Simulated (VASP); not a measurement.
# Ba3Ti4O12 (a cell with a defect) in VASP: further runs

Aim: see how the results for Ba3Ti4O12 (a cell with a defect) move with the level of theory and the settings. Levels: RPBE, PBE. Tasks: electric field gradients.

Everything below comes from runs of VASP 6.6.1. Logs are shortened: lines on timing, memory, paths and dates and some standing lists are left out, and cuts for length are marked.

## 1. The cell of the first run

The cell holds a defect, 19 atoms: a = 6.939 Å, b = 6.939 Å, c = 6.939 Å, α = 109.47°, β = 109.47°, γ = 109.47°.

## 2. Electric field gradients, RPBE, collinear spin

INCAR reads:

```
PREC = Accurate ; ENCUT = 520
EDIFF = 1E-8 ; ISMEAR = -1
SIGMA = 0.01 ; LREAL = Auto
LASPH = T ; NELM = 150
ALGO = Normal ; ISIF = 2
LWAVE = F ; LCHARG = F
ISPIN = 2 ; MAGMOM = 0 0 0 0 0 0 0 0.5 0.5 0.5 0 0.5 0.5 0 0.5 0.5 0 0.5 0.5
LORBIT = 11 ; LMAXMIX = 4
GGA = RP ; LEFG = T
NELECT = 151.0 ; NBANDS = 94
```

KPOINTS reads:

```
Automatic mesh
0
Gamma
  3 3 3
```

POSCAR reads:

```
Ba3Ti4O12
1.0
   -4.0060000000      4.0060000000      4.0060000000
    4.0060000000     -4.0060000000      4.0060000000
    4.0060000000      4.0060000000     -4.0060000000
Ba Ti O
3 4 12
Direct
    0.0000000000      0.0000000000      0.5000000000
    0.0000000000      0.5000000000      0.0000000000
    0.5000000000      0.0000000000      0.0000000000
    0.0000000000      0.0000000000      0.0000000000
    0.5000000000      0.5000000000      0.0000000000
    0.5000000000      0.0000000000      0.5000000000
    0.0000000000      0.5000000000      0.5000000000
    0.0000000000      0.2500000000      0.2500000000
    0.5000000000      0.7500000000      0.2500000000
    0.5000000000      0.2500000000      0.7500000000
    0.0000000000      0.7500000000      0.7500000000
    0.2500000000      0.0000000000      0.2500000000
    0.7500000000      0.5000000000      0.2500000000
    0.7500000000      0.0000000000      0.7500000000
    0.2500000000      0.5000000000      0.7500000000
    0.2500000000      0.2500000000      0.0000000000
    0.7500000000      0.7500000000      0.0000000000
    0.7500000000      0.2500000000      0.5000000000
    0.2500000000      0.7500000000      0.5000000000
```

Potentials or basis: VASP PAW PBE potentials, release 64 (Ba_sv, Ti_sv, O).

The run is started by

```console
cat potpaw_PBE.64/Ba_sv/POTCAR potpaw_PBE.64/Ti_sv/POTCAR potpaw_PBE.64/O/POTCAR > POTCAR
mpirun -np 1 vasp_std > vasp.out
```

OUTCAR:

```text
PREC = Accurate
   ENCUT = 520
   EDIFF = 1E-8
   ISMEAR = -1
   LREAL = Auto
   LASPH = T
   NELM = 150
   ISIF = 2
   ISPIN = 2
   LORBIT = 11
   GGA = RP
   NELECT = 151.0

 ion  position               nearest neighbor table
   1  0.000  0.000  0.500-   8 2.83  10 2.83  11 2.83  12 2.83  14 2.83  15 2.83  16 2.83  18 2.83
                            19 2.83  17 2.83  13 2.83   9 2.83   4 3.47   4 3.47   5 3.47   7 3.47
   2  0.000  0.500  0.000-   8 2.83   9 2.83  11 2.83  12 2.83  13 2.83  15 2.83  16 2.83  17 2.83
                            19 2.83  18 2.83  14 2.83  10 2.83   4 3.47   7 3.47   5 3.47   4 3.47
   3  0.500  0.000  0.000-   8 2.83   9 2.83  10 2.83  12 2.83  13 2.83  14 2.83  16 2.83  17 2.83
                            18 2.83  19 2.83  15 2.83  11 2.83   4 3.47   6 3.47   5 3.47   5 3.47
   4  0.000  0.000  0.000-   8 2.00  11 2.00  12 2.00  14 2.00  16 2.00  17 2.00   1 3.47   2 3.47
                             3 3.47   1 3.47   2 3.47   3 3.47
   5  0.500  0.500  0.000-   9 2.00  10 2.00  13 2.00  15 2.00  16 2.00  17 2.00   1 3.47   2 3.47
                             3 3.47   3 3.47   2 3.47   1 3.47
   6  0.500  0.000  0.500-   9 2.00  10 2.00  12 2.00  14 2.00  18 2.00  19 2.00   1 3.47   2 3.47
                             3 3.47   3 3.47   1 3.47   2 3.47
   7  0.000  0.500  0.500-   8 2.00  11 2.00  13 2.00  15 2.00  18 2.00  19 2.00   1 3.47   2 3.47
                             3 3.47   2 3.47   1 3.47   3 3.47
   8  0.000  0.250  0.250-   4 2.00   7 2.00   1 2.83   2 2.83   3 2.83
   9  0.500  0.750  0.250-   5 2.00   6 2.00   1 2.83   3 2.83   2 2.83
  10  0.500  0.250  0.750-   5 2.00   6 2.00   2 2.83   3 2.83   1 2.83
  11  0.000  0.750  0.750-   4 2.00   7 2.00   3 2.83   1 2.83   2 2.83
  12  0.250  0.000  0.250-   4 2.00   6 2.00   1 2.83   3 2.83   2 2.83
  13  0.750  0.500  0.250-   5 2.00   7 2.00   1 2.83   2 2.83   3 2.83
  14  0.750  0.000  0.750-   4 2.00   6 2.00   3 2.83   1 2.83   2 2.83
  15  0.250  0.500  0.750-   5 2.00   7 2.00   2 2.83   3 2.83   1 2.83
  16  0.250  0.250  0.000-   4 2.00   5 2.00   2 2.83   3 2.83   1 2.83
  17  0.750  0.750  0.000-   4 2.00   5 2.00   3 2.83   1 2.83   2 2.83
  18  0.750  0.250  0.500-   6 2.00   7 2.00   1 2.83   2 2.83   3 2.83
  19  0.250  0.750  0.500-   6 2.00   7 2.00   1 2.83   3 2.83   2 2.83

  LATTYP: Found a body centered cubic cell.
 ALAT       =     8.0120000000

  Lattice vectors:

 A1 = (  -4.0060000000,   4.0060000000,   4.0060000000)
 A2 = (   4.0060000000,  -4.0060000000,   4.0060000000)
 A3 = (   4.0060000000,   4.0060000000,  -4.0060000000)

Analysis of symmetry for initial positions (statically):
=====================================================================
 Subroutine PRICEL returns:
 Original cell was already a primitive cell.

 Routine SETGRP: Setting up the symmetry group for a
 body centered cubic supercell.

 Subroutine GETGRP returns: Found 48 space group operations
 (whereof 12 operations were pure point group operations)
 out of a pool of 48 trial point group operations.

The static configuration has the point symmetry D_3d.
 The point group associated with its full space group is O_h .

Analysis of symmetry for dynamics (positions and initial velocities):
=====================================================================
 Subroutine PRICEL returns:
 Original cell was already a primitive cell.

 Routine SETGRP: Setting up the symmetry group for a
 body centered cubic supercell.

 Subroutine GETGRP returns: Found 48 space group operations
 (whereof 12 operations were pure point group operations)
 out of a pool of 48 trial point group operations.

The dynamic configuration has the point symmetry D_3d.
 The point group associated with its full space group is O_h .

Analysis of structural, dynamic, and magnetic symmetry:
=====================================================================
 Subroutine PRICEL returns:
 Original cell was already a primitive cell.

 Routine SETGRP: Setting up the symmetry group for a
 body centered cubic supercell.

 Subroutine GETGRP returns: Found  6 space group operations
 (whereof  6 operations were pure point group operations)
 out of a pool of 48 trial point group operations.

The overall configuration has the point symmetry C_3v.

 Subroutine INISYM returns: Found  6 space group operations
 (whereof  6 operations are pure point group operations),
[... 160 lines left out ...]

 val. band max:        2.8593700192   @ k =   0.3333   0.0000   0.0000
 cond. band min:       2.8983765025   @ k =   0.3333   0.0000   0.0000
 fundamental gap:      0.0390064833
 Fermi energy:         2.8829913405

 spin component 1

 k-point     1 :       0.0000    0.0000    0.0000
  band No.  band energies     occupation
      1     -53.8426      1.00000
      2     -53.8406      1.00000
      3     -53.8406      1.00000
      4     -53.8406      1.00000
      5     -30.0372      1.00000
      6     -30.0372      1.00000
[... 529 lines left out ...]
     86       6.8472      0.00000
     87       6.9260      0.00000
 Fermi energy:         2.8829913405

 spin component 2

 k-point     1 :       0.0000    0.0000    0.0000
  band No.  band energies     occupation
      1     -53.8551      1.00000
      2     -53.8531      1.00000
      3     -53.8531      1.00000
      4     -53.8531      1.00000
      5     -30.0493      1.00000
      6     -30.0493      1.00000
[... 529 lines left out ...]
     86       6.8427      0.00000
     87       6.9301      0.00000
 [bands above 87 left out]

------------------------ aborting loop because EDIFF is reached ----------------------------------------

  FORCE on cell =-STRESS in cart. coord.  units (eV):
  Direction    XX          YY          ZZ          XY          YZ          ZX
  --------------------------------------------------------------------------------------
  -------------------------------------------------------------------------------------
  Total       12.5050579     12.5050579     12.5050579     -0.0000652     -0.0000652     -0.0000652
  in kB       77.9118405     77.9118405     77.9118405     -0.0004063     -0.0004063     -0.0004063
  external PRESSURE =      77.9118405 kB  Pullay stress =       0.0000000 kB

 VOLUME and BASIS-vectors are now :
 -----------------------------------------------------------------------------
  energy-cutoff  :      520.00
  volume of cell :      257.15
      direct lattice vectors                 reciprocal lattice vectors
    -4.006000000  4.006000000  4.006000000     0.000000000  0.124812781  0.124812781
     4.006000000 -4.006000000  4.006000000     0.124812781  0.000000000  0.124812781
     4.006000000  4.006000000 -4.006000000     0.124812781  0.124812781  0.000000000

 POSITION                                       TOTAL-FORCE (eV/Angst)
 -----------------------------------------------------------------------------------
      2.00300      2.00300     -2.00300         0.000000      0.000000     -0.000002
      2.00300     -2.00300      2.00300         0.000000     -0.000002      0.000000
     -2.00300      2.00300      2.00300        -0.000002      0.000000      0.000000
      0.00000      0.00000      0.00000        -0.000001     -0.000001     -0.000001
      0.00000      0.00000      4.00600        -0.000001     -0.000001      0.000002
      0.00000      4.00600      0.00000        -0.000001      0.000002     -0.000001
[... 11 lines left out ...]
      0.00000      4.00600      2.00300        -0.279297      0.279295     -0.000000
      4.00600      0.00000      2.00300         0.279295     -0.279297     -0.000000
 -----------------------------------------------------------------------------------
    total drift:                                0.000004      0.000004      0.000004

  FREE ENERGIE OF THE ION-ELECTRON SYSTEM (eV)
  ---------------------------------------------------
  free  energy   TOTEN  =      -139.0642190919 eV

  energy  without entropy=     -139.0606377862  energy(sigma->0) =     -139.06242844

 Electric field gradients (V/A^2)
---------------------------------------------------------------------
 ion       V_xx      V_yy      V_zz      V_xy      V_xz      V_yz
---------------------------------------------------------------------
   1      12.269    12.269   -24.538    -0.000    -0.000    -0.000
   2      12.269   -24.538    12.269    -0.000    -0.000    -0.000
   3     -24.538    12.269    12.269    -0.000    -0.000    -0.000
   4       0.000    -0.000    -0.000    -0.254    -0.254    -0.254
   5       0.000     0.000    -0.000    -0.254     0.251     0.251
   6       0.000    -0.000     0.000     0.251    -0.254     0.251
[... 11 lines left out ...]
  18      -8.514    -8.514    17.029    -0.852     0.002     0.002
  19      -8.514    -8.514    17.029    -0.852     0.002     0.002
---------------------------------------------------------------------

 Electric field gradients after diagonalization (V/A^2)
 (convention: |V_zz| > |V_xx| > |V_yy|)
----------------------------------------------------------------------
 ion       V_xx      V_yy      V_zz     asymmetry (V_yy - V_xx)/ V_zz
----------------------------------------------------------------------
   1      12.269    12.269   -24.538       0.000
   2      12.269    12.269   -24.538       0.000
   3      12.269    12.269   -24.538       0.000
   4       0.254     0.254    -0.507       0.000
   5       0.254     0.251    -0.504       0.006
   6       0.254     0.251    -0.504       0.006
[... 11 lines left out ...]
  18      -9.367    -7.662    17.029       0.100
  19      -9.367    -7.662    17.029       0.100
----------------------------------------------------------------------

           NMR quadrupolar parameters

 Cq : quadrupolar parameter    Cq=e*Q*V_zz/h
 eta: asymmetry parameters     (V_yy - V_xx)/ V_zz
 Q  : nuclear electric quadrupole moment in mb (millibarn)
----------------------------------------------------------------------
 ion       Cq(MHz)       eta       Q (mb)
----------------------------------------------------------------------
   1      -0.059       0.000       1.000
   2      -0.059       0.000       1.000
   3      -0.059       0.000       1.000
   4      -0.001       0.000       1.000
   5      -0.001       0.006       1.000
   6      -0.001       0.006       1.000
[... 11 lines left out ...]
  18       0.041       0.100       1.000
  19       0.041       0.100       1.000
----------------------------------------------------------------------

 total charge

# of ion       s       p       d       tot
------------------------------------------
    1        2.012   5.674   0.340   8.025
    2        2.012   5.674   0.340   8.025
    3        2.012   5.674   0.340   8.025
    4        2.207   6.264   1.696  10.167
    5        2.207   6.264   1.696  10.167
    6        2.207   6.264   1.696  10.167
[... 11 lines left out ...]
   18        1.573   3.454   0.000   5.027
   19        1.573   3.454   0.000   5.027
--------------------------------------------------
tot         33.743  83.525   7.803 125.071

 magnetization (x)

# of ion       s       p       d       tot
------------------------------------------
    1       -0.000   0.000  -0.001  -0.001
    2       -0.000   0.000  -0.001  -0.001
    3       -0.000   0.000  -0.001  -0.001
    4       -0.000  -0.001  -0.012  -0.014
    5       -0.000  -0.001  -0.012  -0.014
    6       -0.000  -0.001  -0.012  -0.014
[... 11 lines left out ...]
   18        0.000   0.032   0.000   0.033
   19        0.000   0.032   0.000   0.033
--------------------------------------------------
tot          0.004   0.386  -0.052   0.338
```

Run time: 16 min. Hardware: 1 thread of Intel Xeon Platinum 8375C at 2.90GHz (Ice Lake), shared host; peak memory 0.61 GiB.

What came out:

```
Free energy                                           : -139.0642 eV
Largest force                                         : 0.395 eV/Å
Net moment                                            : 0.41 μB per cell
Site moments                                          : Ba -0.00; Ti -0.01; O +0.03 μB
Valence electrons inside the program's atomic spheres : Ba 8.03; Ti 10.17; O 5.03
```

Forces on the atoms (eV/Å):
```
Ba   0.000  0.000  0.000
Ba   0.000  0.000  0.000
Ba   0.000  0.000  0.000
Ti   0.000  0.000  0.000
Ti   0.000  0.000  0.000
Ti   0.000  0.000  0.000
Ti   0.000  0.000  0.000
O    0.000 -0.279 -0.279
O    0.000 -0.279  0.279
O    0.000  0.279 -0.279
O    0.000  0.279  0.279
O   -0.279  0.000 -0.279
O   -0.279  0.000  0.279
O    0.279  0.000  0.279
O    0.279  0.000 -0.279
O   -0.279 -0.279  0.000
O    0.279  0.279  0.000
O   -0.279  0.279  0.000
O    0.279 -0.279  0.000
```

Levels at points of the mesh, in eV from the Fermi level:
Spin up:
```tsv
k point	band 73	band 74	band 75	band 76	band 77	band 78	band 79	band 80
(0.00, 0.00, 0.00)	-0.13	-0.08	0.11	0.11	1.96	1.96	1.96	3.55
```
Spin down:
```tsv
k point	band 71	band 72	band 73	band 74	band 75	band 76	band 77	band 78	band 79	band 80
(0.00, 0.00, 0.00)	-0.08	-0.08	-0.08	-0.03	0.20	0.20	1.94	1.94	1.94	3.54
```

Electric field gradients, principal values (V/Å²):
```csv
atom,least,middle,greatest (by size)
1 Ba,12.269,12.269,-24.538
2 Ba,12.269,12.269,-24.538
3 Ba,12.269,12.269,-24.538
4 Ti,0.254,0.254,-0.507
5 Ti,0.251,0.254,-0.504
6 Ti,0.251,0.254,-0.504
7 Ti,0.251,0.254,-0.504
8 O,-7.657,-9.372,17.029
9 O,-7.662,-9.367,17.029
10 O,-7.662,-9.367,17.029
11 O,-7.657,-9.372,17.029
12 O,-7.657,-9.372,17.029
13 O,-7.662,-9.367,17.029
14 O,-7.657,-9.372,17.029
15 O,-7.662,-9.367,17.029
16 O,-7.657,-9.372,17.029
17 O,-7.657,-9.372,17.029
18 O,-7.662,-9.367,17.029
19 O,-7.662,-9.367,17.029
```

Caveat: the k points lie up to 0.37 Å⁻¹ apart; the cell carries a net charge on a neutralising background, which shifts energy and pressure; the cell is charged against a uniform background, so pressure and absolute levels hang on convention; without QUAD_EFG the Cq values of the log hold for a quadrupole moment of 1 mb, not for the nuclei; the PAW data sets were made with another functional, which shifts forces and pressure a little; spin-orbit coupling is left out, which moves the levels of the heavy elements; semilocal functionals often make such compounds metallic where correlation or magnetic order opens a gap, which also shifts bond lengths.

(Part 1 of 2 ends here.)
